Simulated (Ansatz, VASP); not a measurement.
## One calculation of Be7S, two programs

```
Be S
1.0
     4.46075    0.00000    0.00000
    -2.23038    3.86313    0.00000
     0.00000    0.00000    4.38212
Be S
7 1
Direct
  0.16509 0.33017 0.00000
  0.16509 0.83491 0.00000
  0.66983 0.83491 0.00000
  0.00530 0.50265 0.50000
  0.49735 0.50265 0.50000
  0.49735 0.99470 0.50000
  0.00000 0.00000 0.50000
  0.66667 0.33333 0.00000
```

Change from the starting cell: species swapped into the Mg7Cu type (P-6m2, No. 187).

Alike in both runs: functional PBE; k mesh 4 × 4 × 4; occupations gaussian, width 0.2 eV; no spin polarisation.

Ansatz relaxed the structure, and its values are those at the end. VASP's run is a single point on that final structure, the one shown.

|  | VASP | Ansatz |
| --- | --- | --- |
| version | VASP 6.6.1 | Ansatz 0.2.0 |
| potentials or method | VASP PAW PBE potentials, release 64 (Be, S), cutoff 600 eV | scalar-relativistic, plane waves, PAW |
| valence electrons in the cell | 20 | 20 |

```csv
,VASP,Ansatz,Ansatz less VASP
gap on the k mesh at the Fermi level (eV),none,none,-
pressure (GPa),0.2,0.2,-0.08
rms of the force components (eV/Å),0.012,0.012,-0.0002
```

A gap of «none» marks a metal or a gap that the smearing closes. The functional is the same, so the differences come from potentials, cutoffs and numerics.

The k mesh is coarse, so the values compare programs but aren't converged.
